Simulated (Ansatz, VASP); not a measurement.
CdSe in VASP and in Ansatz

The input INCAR:

```
SYSTEM = CdSe
PREC = Accurate
ENCUT = 600
EDIFF = 1E-6
ISMEAR = -1
SIGMA = 0.05
LREAL = .FALSE.
LASPH = .TRUE.
NELM = 80
ALGO = Normal
ISIF = 3
LWAVE = .FALSE.
LCHARG = .FALSE.
GGA = B5
ALDAX = 1.0
AGGAX = 1.0
AGGAC = 1.0
ALDAC = 0.0
IVDW = 12
VDW_S6 = 1.0
VDW_S8 = 2.6996
VDW_A1 = 0.4298
VDW_A2 = 4.2359
IBRION = 2
NSW = 60
EDIFFG = -0.01
```

Contents of KPOINTS:

```
regular mesh
0
G
  8 8 8
  0 0 0
```

File POSCAR:

```
CdSe
1.0
    0.0000000000      2.8739580000      2.8739580000
    2.8739580000      0.0000000000      2.8739580000
    2.8739580000      2.8739580000      0.0000000000
Cd Se
1 1
Direct
    0.0000000000      0.0000000000      0.0000000000
    0.5000000000      0.5000000000      0.5000000000
```

Contents of input.yaml:

```yaml
crystal:
  lattice:
    - [0.0, 2.873958, 2.873958]
    - [2.873958, 0.0, 2.873958]
    - [2.873958, 2.873958, 0.0]
  atoms:
    - { symbol: Cd, position: [0.0, 0.0, 0.0] }
    - { symbol: Se, position: [0.5, 0.5, 0.5] }
hamiltonian:
  xc: blyp
  pseudopotentials: { kind: paw }
  dispersion: d3bj
kpoints:
  mp_grid: { grid: [8, 8, 8] }
scf:
  occupations: { method: fermi_dirac, width: 0.05 }
output:
  forces: true
  stress: true
  eigenvalues: true
  write_density: true
  write_potential: true
  elf: true
  volumetric_format: npy
relax:
  f_tol: 0.01
  max_steps: 40
  cell: { stress_tol: 0.05 }
```

Alike in both runs: task relaxation of cell and atoms; functional BLYP; dispersion D3(BJ); k mesh 8 × 8 × 8; occupations fermi-dirac, width 0.05 eV; no spin polarisation.

|  | VASP | Ansatz |
| --- | --- | --- |
| version | VASP 6.6.1 | Ansatz 0.2.0 |
| potentials or method | VASP PAW PBE potentials, release 64 (Cd, Se) | Ansatz PAW |
| plane-wave cutoff (eV) | 600 | 420 |
| valence electrons in the cell | 18 | 36 |

```csv
,VASP,Ansatz,Ansatz less VASP
"gap on the k mesh at the Fermi level, each at its own relaxed structure (eV)",none,none,-
relaxed volume (Å³/atom),22.97,22.79,-0.175
relaxed cell length with the largest relative difference (Å),4.020,4.010,-0.0102
```

VASP's potentials were made for PBE, not for BLYP. A gap of «none» marks a metal or a gap that the smearing closes. VASP's potentials hold 18 valence electrons a cell and Ansatz's 36, so a difference there can come from the potentials and not from the codes.

Noted on Ansatz's run: the plane-wave basis is chosen anew once the cell has moved, so the energies of steps on either side of that aren't comparable.
